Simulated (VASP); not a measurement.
A run of VASP 6.6.1 is set up as follows.

The input POSCAR:

```
BN
1.0
    2.5439493114      0.0000000000      0.0000000000
   -1.2719746557      2.2031247296      0.0000000000
    0.0000000000      0.0000000000      4.2078167820
B N
2 2
Direct
    0.6666666667      0.3333333333      0.0002035746
    0.3333333333      0.6666666667      0.5002035746
    0.6666666667      0.3333333333      0.3747964254
    0.3333333333      0.6666666667      0.8747964254
```

INCAR.step1

```
SYSTEM = BN
PREC = Accurate
ENCUT = 520
ISMEAR = 0
SIGMA = 0.01
LREAL = .FALSE.
LASPH = .TRUE.
NELM = 80
NBANDS = 16
GGA = PE
ALGO = Normal
EDIFF = 1E-4
LWAVE = .TRUE.
LCHARG = .FALSE.
```

File INCAR.step2:

```
SYSTEM = BN
PREC = Accurate
ENCUT = 520
EDIFF = 1E-6
ISMEAR = 0
SIGMA = 0.01
LREAL = .FALSE.
LASPH = .TRUE.
NELM = 80
ALGO = Normal
ISIF = 2
LWAVE = .FALSE.
LCHARG = .TRUE.
METAGGA = R2SCAN
LMIXTAU = .TRUE.
LELF = .TRUE.
LVHAR = .TRUE.
NBANDS = 16
ISTART = 1
```

The input KPOINTS:

```
regular mesh
0
G
  9 9 6
  0 0 0
```

Potentials or basis: VASP PAW PBE potentials, release 64 (B, N).

Run with:

```bash
$ cat potpaw_PBE.64/B/POTCAR potpaw_PBE.64/N/POTCAR > POTCAR
$ cp INCAR.step1 INCAR
$ mpirun -np 1 vasp_std > vasp.out
$ cp INCAR.step2 INCAR
$ mpirun -np 1 vasp_std > vasp.out
```

Problem. Estimate the band gap on the k mesh.

Solution. 5.72 eV (least direct gap 8.97 eV).

Problem. Estimate the pressure.

Solution. 1.1 GPa.

Forces on the atoms (eV/Å):
```
B    0.000  0.000  0.002
B    0.000  0.000  0.002
N    0.000  0.000 -0.002
N    0.000  0.000 -0.002
```

Caveat: the PAW data sets were made with another functional, which shifts forces and pressure a little; an odd mesh through Γ misses points on the zone boundary, where band edges can lie. r2SCAN opens gaps a little over a GGA but as a rule still falls short of measured ones.
